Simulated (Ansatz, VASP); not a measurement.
Two plane-wave programs on C3N

```
C N
1.0
     3.71024    0.00000    0.00000
    -1.85512    3.21316    0.00000
     0.00000    0.00000    6.39101
C N
6 2
Direct
  0.76038 0.00000 0.75000
  0.76038 0.76038 0.25000
  0.23962 0.00000 0.25000
  0.23962 0.23962 0.75000
  0.00000 0.76038 0.75000
  0.00000 0.23962 0.25000
  0.00000 0.00000 0.50000
  0.00000 0.00000 0.00000
```

Change from the starting cell: species swapped into the ZrBr3 type (P6_3/mcm, No. 193).

Alike in both runs: functional PBE; k mesh 12 × 12 × 6; occupations gaussian, width 0.1 eV; no spin polarisation.

Ansatz relaxed the structure, and its values are those at the end. VASP's run is a single point on that final structure, the one shown.

```csv
,VASP,Ansatz
version,VASP 6.6.1,Ansatz 0.2.0
potentials or method,"VASP PAW PBE potentials, release 64 (C, N), cutoff 520 eV","scalar-relativistic, plane waves, PAW"
valence electrons in the cell,34,34
```

Ansatz gave:

| Quantity | Value |
| --- | --- |
| gap on the k mesh at the Fermi level (eV) | none |
| pressure (GPa) | 0.0 |
| rms of the force components (eV/Å) | 0.001 |

Problem. Estimate VASP's values.

Solution. gap on the k mesh at the Fermi level (eV): none; pressure (GPa): 0.3; rms of the force components (eV/Å): 0.053.

A gap of «none» marks a metal or a gap that the smearing closes. The functional is the same, so the differences come from potentials, cutoffs and numerics.
